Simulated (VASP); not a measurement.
Set up this calculation in VASP 6.6.1, as the native input.

```yaml
Task: single point
Functional: PBE
Potentials_or_basis: VASP PAW PBE potentials, release 64 (Co, Sn_d)
Cutoff: 520 eV
k_mesh: 9 × 9 × 8
Occupations: fermi-dirac, width 0.15 eV
Spin: no spin polarisation
Dipole_correction: no
Further_INCAR_settings: ALGO = Fast; EDIFF = 1e-07; NBANDS = 44
```

The structure of CoSn lies in POSCAR:

```
CoSn
1.0
    5.2874081735      0.0000000000      0.0000000000
   -2.6437040868      4.5790297985      0.0000000000
    0.0000000000      0.0000000000      4.2572326471
Co Sn
3 3
Direct
    0.0000000000      0.5000000000      0.0000000000
    0.5000000000      0.5000000000      0.0000000000
    0.5000000000      0.0000000000      0.0000000000
    0.6666666667      0.3333333333      0.5000000000
    0.3333333333      0.6666666667      0.5000000000
    0.0000000000      0.0000000000      0.0000000000
```

These files were run (other wordings do the same):

INCAR

```
PREC = Accurate ; ENCUT = 520
EDIFF = 1E-7 ; ISMEAR = -1
SIGMA = 0.15 ; LREAL = F
LASPH = T ; NELM = 60
ALGO = Fast ; ISIF = 2
LWAVE = F ; LCHARG = F
GGA = PE ; NBANDS = 44
```

KPOINTS

```
regular mesh
0
Gamma
  9 9 8
```

Potentials or basis: VASP PAW PBE potentials, release 64 (Co, Sn_d).

Command:

```bash
$ cat potpaw_PBE.64/Co/POTCAR potpaw_PBE.64/Sn_d/POTCAR > POTCAR
$ mpirun -np 1 vasp_std > vasp.out
```

Results of the run:

- Pressure: -0.1 GPa
- Band gap on the k mesh: zero (an odd number of electrons rules out a gap without spin polarisation)

Caveat: spin-orbit coupling is left out, which moves the levels of the heavy elements; the run has no spin polarisation, though such a crystal can be magnetic.

Run time: 6 min on 1 thread of Intel(R) Xeon(R) Platinum 8259CL CPU @ 2.50GHz (Skylake/Cascade Lake) (shared host), peak memory 0.36 GiB.
